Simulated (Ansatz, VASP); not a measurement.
## SiB5: VASP beside Ansatz

```
Si B
1.0
     2.84345    0.00000    0.00000
    -1.42172    2.46250    0.00000
     0.00000    0.00000    7.32920
Si B
1 5
Direct
  0.66667 0.33333 0.50000
  0.33333 0.66667 0.12480
  0.33333 0.66667 0.87520
  0.66667 0.33333 0.77643
  0.66667 0.33333 0.22357
  0.66667 0.33333 0.00000
```

Alike in both runs: functional PBE; k mesh 5 × 5 × 3; occupations gaussian, width 0.2 eV; no spin polarisation.

Ansatz relaxed the structure, and its values are those at the end. VASP's run is a single point on that final structure, the one shown.

|  | VASP | Ansatz |
| --- | --- | --- |
| version | VASP 6.6.1 | Ansatz 0.2.0 |
| potentials or method | VASP PAW PBE potentials, release 64 (Si, B), cutoff 500 eV | scalar-relativistic, plane waves, PAW |
| valence electrons in the cell | 19 | 19 |

Ansatz gave:

| Property | Result |
| --- | --- |
| gap on the k mesh at the Fermi level (eV) | none |
| pressure (GPa) | 0.0 |
| rms of the force components (eV/Å) | 0.003 |

Task: Which values does VASP return?

Result: gap on the k mesh at the Fermi level (eV): none; pressure (GPa): 0.0; rms of the force components (eV/Å): 0.006.

A gap of «none» marks a metal or a gap that the smearing closes.

The k mesh is coarse, so the values compare programs but aren't converged.
